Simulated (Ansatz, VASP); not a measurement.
## Na3Rh in VASP and in Ansatz

```
CELL_PARAMETERS angstrom
7.87927 0.00000 0.00000
-3.93964 6.82365 0.00000
0.00000 0.00000 2.91315
ATOMIC_POSITIONS crystal
Na 0.82048 0.17952 0.00000
Na 0.82048 0.64095 0.00000
Na 0.35905 0.17952 0.00000
Rh 0.00000 0.00000 0.50000
```

Alike in both runs: task relaxation of cell and atoms; functional PBE; k mesh 6 × 6 × 16; occupations gaussian, width 0.1 eV; no spin polarisation.

|  | VASP | Ansatz |
| --- | --- | --- |
| version | VASP 6.6.1 | Ansatz 0.2.0 |
| potentials or method | VASP PAW PBE potentials, release 64 (Na_pv, Rh_pv), cutoff 600 eV | scalar-relativistic, plane waves, PAW |
| valence electrons in the cell | 36 | 44 |

Ansatz gave:

```
gap on the k mesh at the Fermi level, each at its own relaxed structure (eV)  : none
relaxed volume (Å³/atom)                                                      : 38.89
relaxed length of the cell vector where the two differ most in proportion (Å) : 2.834
```

Task: What did VASP give for the same quantities?

Result: gap on the k mesh at the Fermi level, each at its own relaxed structure (eV): none; relaxed volume (Å³/atom): 38.96; relaxed length of the cell vector where the two differ most in proportion (Å): 2.837.

A gap of «none» marks a metal or a gap that the smearing closes. VASP's potentials hold 36 valence electrons a cell and Ansatz's 44, so a difference there can come from the potentials and not from the codes.
